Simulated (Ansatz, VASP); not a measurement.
**Two plane-wave programs on SrSc3Zn**

```
CELL_PARAMETERS angstrom
3.66569 -3.71020 0.00000
3.66569 3.71020 0.00000
0.00000 0.00000 5.85095
ATOMIC_POSITIONS crystal
Sr 0.00000 0.00000 0.00000
Sc 0.00000 0.50000 0.50000
Sc 0.50000 0.00000 0.50000
Sc 0.00000 0.00000 0.50000
Zn 0.50000 0.50000 0.00000
```

Alike in both runs: task single point; functional PBE; k mesh 4 × 4 × 4; occupations gaussian, width 0.1 eV; collinear spin.

|  | VASP | Ansatz |
| --- | --- | --- |
| version | VASP 6.6.1 | Ansatz 0.2.0 |
| potentials or method | VASP PAW PBE potentials, release 64 (Sr_sv, Sc_sv, Zn), cutoff 500 eV | scalar-relativistic, plane waves, PAW |
| valence electrons in the cell | 55 | 55 |

|  | VASP | Ansatz | Ansatz less VASP |
| --- | --- | --- | --- |
| gap on the k mesh at the Fermi level (eV) | none | none | - |
| pressure (GPa) | 0.2 | 0.1 | -0.06 |
| traceless stress, the component that is largest in VASP (GPa) | -0.18 | -0.17 | +0.003 |
| net moment per atom (μB) | 0.00 | 0.00 | 0.000 |

A gap of «none» marks a metal or a gap that the smearing closes. With one functional, cell and mesh, what is left measures potentials, basis and numerics. Ansatz's warnings: seeded moment not kept.
